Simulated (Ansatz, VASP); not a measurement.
# SrOs in VASP and in Ansatz

```
Sr Os
1.0
     3.58479    0.00000    0.00000
     0.00000    3.58479    0.00000
     0.00000    0.00000    3.58479
Sr Os
1 1
Direct
  0.00000 0.00000 0.00000
  0.50000 0.50000 0.50000
```

Alike in both runs: task single point; functional r2SCAN; k mesh 10 × 10 × 10; occupations gaussian, width 0.05 eV; no spin polarisation.

|  | VASP | Ansatz |
| --- | --- | --- |
| version | VASP 6.6.1 | Ansatz 0.2.0 |
| potentials or method | VASP PAW PBE potentials, release 64 (Sr_sv, Os), cutoff 520 eV | scalar-relativistic, plane waves, PAW |
| valence electrons in the cell | 18 | 26 |

|  | VASP | Ansatz | Ansatz less VASP |
| --- | --- | --- | --- |
| gap on the k mesh at the Fermi level (eV) | none | none | - |
| pressure (GPa) | 0.4 | 0.0 | -0.43 |

VASP's potentials were made for PBE, not for r2SCAN. A gap of «none» marks a metal or a gap that the smearing closes. The functional is the same, so the differences come from potentials, cutoffs and numerics. VASP's potentials hold 18 valence electrons a cell and Ansatz's 26, so a difference there can come from the potentials and not from the codes.

Neither program's run includes spin-orbit coupling.
